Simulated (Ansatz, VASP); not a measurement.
## One calculation of Ca2P, two programs

```
CELL_PARAMETERS angstrom
7.13178 0.00000 0.00000
-3.56589 6.17630 0.00000
0.00000 0.00000 4.03789
ATOMIC_POSITIONS crystal
Ca 0.50000 0.50000 0.00000
Ca 0.00000 0.50000 0.00000
Ca 0.50000 0.00000 0.00000
Ca 0.00000 0.00000 0.50000
P 0.33333 0.66667 0.50000
P 0.66667 0.33333 0.50000
```

Alike in both runs: functional PBE; k mesh 6 × 6 × 10; occupations gaussian, width 0.02 eV; no spin polarisation.

Ansatz relaxed the structure, and its values are those at the end. VASP's run is a single point on that final structure, the one shown.

|  | VASP | Ansatz |
| --- | --- | --- |
| version | VASP 6.6.1 | Ansatz 0.2.0 |
| potentials or method | VASP PAW PBE potentials, release 64 (Ca_sv, P), cutoff 520 eV | scalar-relativistic, plane waves, PAW |
| valence electrons in the cell | 50 | 50 |

```csv
,VASP,Ansatz,Ansatz less VASP
gap on the k mesh at the Fermi level (eV),0.42,0.42,+0.001
least direct gap on the mesh (eV),0.42,0.42,+0.001
pressure (GPa),0.1,0.0,-0.10
```

With one functional, cell and mesh, what is left measures potentials, basis and numerics.
